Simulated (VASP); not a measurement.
Here is a VASP 6.6.1 calculation.

INCAR

```
  ALGO = Normal
  EDIFF = 1E-6
  ENCUT = 520
  GGA = PS
  ISIF = 2
  ISMEAR = 0
  LASPH = True
  LCHARG = False
  LREAL = False
  LWAVE = False
  NBANDS = 16
  NELM = 100
  PREC = Accurate
  SIGMA = 0.01
```

File KPOINTS:

```
k-points
0
Gamma
  18 18 18
```

File POSCAR:

```
C
1.0
    1.2216588081      0.7053250417      6.1890969526
   -1.2216588081      0.7053250417      6.1890969526
    0.0000000000     -1.4106500834      6.1890969526
C
4
Direct
    0.9192847460      0.9192847460      0.9192847460
    0.2525367798      0.2525367798      0.2525367798
    0.7474632202      0.7474632202      0.7474632202
    0.0807152540      0.0807152540      0.0807152540
```

Potentials or basis: VASP PAW PBE potentials, release 64 (C).

Command:

```bash
$ cat potpaw_PBE.64/C/POTCAR > POTCAR
$ mpirun -np 1 vasp_std > vasp.out
```

Task: Predict the pressure.

Result: 8.7 GPa.

Stress tensor (GPa, compression positive):
```
9.17 0.00 0.00
0.00 9.17 0.00
0.00 0.00 7.88
```

Caveat: the cell stands under pressure; this functional lacks dispersion, which binds layers or chains, so the pressure and a relaxed spacing across them are unreliable; the PAW data sets were made with another functional, which shifts forces and pressure a little.
